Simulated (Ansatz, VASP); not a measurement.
## MgO: VASP beside Ansatz

File INCAR:

```
SYSTEM = MgO
ALGO     = Normal         ! electronic algorithm
EDIFF    = 1E-6           ! SCF threshold, eV
ENCUT    = 840            ! plane-wave cutoff, eV
GGA      = PE             ! functional
GGA_COMPAT= .FALSE.      
ISIF     = 2              ! what is computed and relaxed
ISMEAR   = 0              ! smearing method
LASPH    = .TRUE.         ! aspherical terms in the spheres
LCHARG   = .TRUE.         ! write CHGCAR
LELF     = .TRUE.         ! ELF
LREAL    = .FALSE.        ! projectors in reciprocal space
LVHAR    = .TRUE.       
LWAVE    = .FALSE.        ! write WAVECAR
NBANDS   = 15             ! bands
NELM     = 120            ! most SCF steps
PREC     = Accurate       ! precision mode
SIGMA    = 0.01           ! smearing width, eV
```

Contents of KPOINTS:

```
k-points
0
G
  4 4 4
  0 0 0
```

POSCAR

```
MgO
1.0
    0.0000000000      2.1085000000      2.1085000000
    2.1085000000      0.0000000000      2.1085000000
    2.1085000000      2.1085000000      0.0000000000
Mg O
1 1
Direct
    0.0000000000      0.0000000000      0.0000000000
    0.5000000000      0.5000000000      0.5000000000
```

Input for Ansatz:

```yaml
crystal:
  lattice:
    bravais: fcc
    a: 4.217
  space_group: 225
  atoms:
    - { symbol: Mg, position: [0.0, 0.0, 0.0] }
    - { symbol: O, position: [0.5, 0.0, 0.0] }
  reduce_to_primitive: true
kpoints:
  mp_grid:
    grid: [4, 4, 4]
hamiltonian:
  xc: pbe
scf:
  occupations:
    method: fixed
output:
  stress: true
```

Alike in both runs: task single point; functional PBE; k mesh 4 × 4 × 4; no spin polarisation.

```csv
,VASP,Ansatz
version,VASP 6.6.1,Ansatz 0.2.0
potentials or method,"VASP PAW PBE potentials, release 64 (Mg_sv, O)","plane waves, PAW"
plane-wave cutoff (eV),840,420
occupations,"gaussian, width 0.01 eV",fixed
valence electrons in the cell,16,16
```

```csv
,VASP,Ansatz,Ansatz less VASP
pressure (GPa),4.2,4.1,-0.09
```

The k mesh is coarse, so the values compare programs but aren't converged.
